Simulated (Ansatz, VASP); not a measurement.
**One calculation of Li2S, two programs**

```
CELL_PARAMETERS angstrom
0.00713 2.85400 2.85400
2.86113 0.00000 2.86113
2.85400 2.85400 0.00713
ATOMIC_POSITIONS crystal
Li 0.25000 0.25000 0.25000
Li 0.75000 0.75000 0.75000
S 0.00000 0.00000 0.00000
```

Change from the starting cell: strain +0.0050 x Voigt [0, 0, 0, 0, 1, 0], atoms carried along.

Alike in both runs: task single point; functional PBE; k mesh 8 × 8 × 8; occupations gaussian, width 0.05 eV; no spin polarisation.

|  | VASP | Ansatz |
| --- | --- | --- |
| version | VASP 6.6.1 | Ansatz 0.2.0 |
| potentials or method | VASP PAW PBE potentials, release 64 (Li_sv, S), cutoff 750 eV | scalar-relativistic, plane waves, PAW |
| valence electrons in the cell | 12 | 12 |

```csv
,VASP,Ansatz,Ansatz less VASP
gap on the k mesh at the Fermi level (eV),3.39,3.39,+0.001
least direct gap on the mesh (eV),4.24,4.23,-0.004
pressure (GPa),-0.2,0.0,+0.13
"traceless stress, the component that is largest in VASP (GPa)",-0.18,-0.18,0.000
```

With one functional, cell and mesh, what is left measures potentials, basis and numerics.
